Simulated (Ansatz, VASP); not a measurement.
One calculation of BaTiO3, two programs

INCAR

```
PREC = Accurate
ENCUT = 520
EDIFF = 1E-6
ISMEAR = 0
SIGMA = 0.05
LREAL = F
LASPH = T
NELM = 150
ALGO = Normal
ISIF = 2
LWAVE = F
LCHARG = F
LMAXMIX = 4
LDAU = T
LDAUTYPE = 2
LDAUL = -1 2 -1
LDAUU = 0 4 0
LDAUJ = 0 0 0
LDAUPRINT = 1
GGA = PE
NBANDS = 28
```

The input KPOINTS:

```
Automatic mesh
0
Gamma
  8 8 8
```

File POSCAR:

```
BaTiO3
1.0
    3.9954120776      0.0000000000      0.0000000000
    0.0000000000      3.9954120776      0.0000000000
    0.0000000000      0.0000000000      3.9954120776
Ba Ti O
1 1 3
Direct
    0.5000000000      0.5000000000      0.5000000000
    0.0000000000      0.0000000000      0.0000000000
    0.5000000000      0.0000000000      0.0000000000
    0.0000000000      0.5000000000      0.0000000000
    0.0000000000      0.0000000000      0.5000000000
```

Input for Ansatz:

```yaml
crystal:
  lattice:
    - [3.9954120776, 0.0, 0.0]
    - [0.0, 3.9954120776, 0.0]
    - [0.0, 0.0, 3.9954120776]
  atoms:
    - { symbol: Ba, position: [0.5, 0.5, 0.5] }
    - { symbol: Ti, position: [0.0, 0.0, 0.0] }
    - { symbol: O, position: [0.5, 0.0, 0.0] }
    - { symbol: O, position: [0.0, 0.5, 0.0] }
    - { symbol: O, position: [0.0, 0.0, 0.5] }
basis:
  ecutwfc: 520.0
kpoints:
  mp_grid: { grid: [8, 8, 8] }
hamiltonian:
  xc: pbe
  pseudopotentials: { kind: paw, azcp: { folder: soft_1 } }
  hubbard: { sites: [{ species: Ti, l: d, u_eff: 4.0 }] }
scf:
  occupations: { method: gaussian, width: 0.05 }
output:
  forces: true
  stress: true
  eigenvalues: true
```

Change from the starting cell: mode 1 frozen in at +0.000 Å, equal normal strain along x, y and z -0.0083.

Alike in both runs: task single point; functional PBE; k mesh 8 × 8 × 8; occupations gaussian, width 0.05 eV; no spin polarisation; Hubbard terms Ti d U = 4.0 eV.

|  | VASP | Ansatz |
| --- | --- | --- |
| version | VASP 6.6.1 | Ansatz 0.2.0 |
| potentials or method | VASP PAW PBE potentials, release 64 (Ba_sv, Ti_sv, O), cutoff 520 eV | scalar-relativistic, plane waves, PAW |
| valence electrons in the cell | 40 | 40 |

|  | VASP | Ansatz | Ansatz less VASP |
| --- | --- | --- | --- |
| gap on the k mesh at the Fermi level (eV) | 2.23 | 2.28 | +0.052 |
| least direct gap on the mesh (eV) | 2.41 | 2.42 | +0.009 |
| pressure (GPa) | 8.1 | 4.3 | -3.85 |

The programs project onto different local orbitals, so the same U acts differently, and such runs can settle in different states.

Spin-orbit coupling is off throughout.
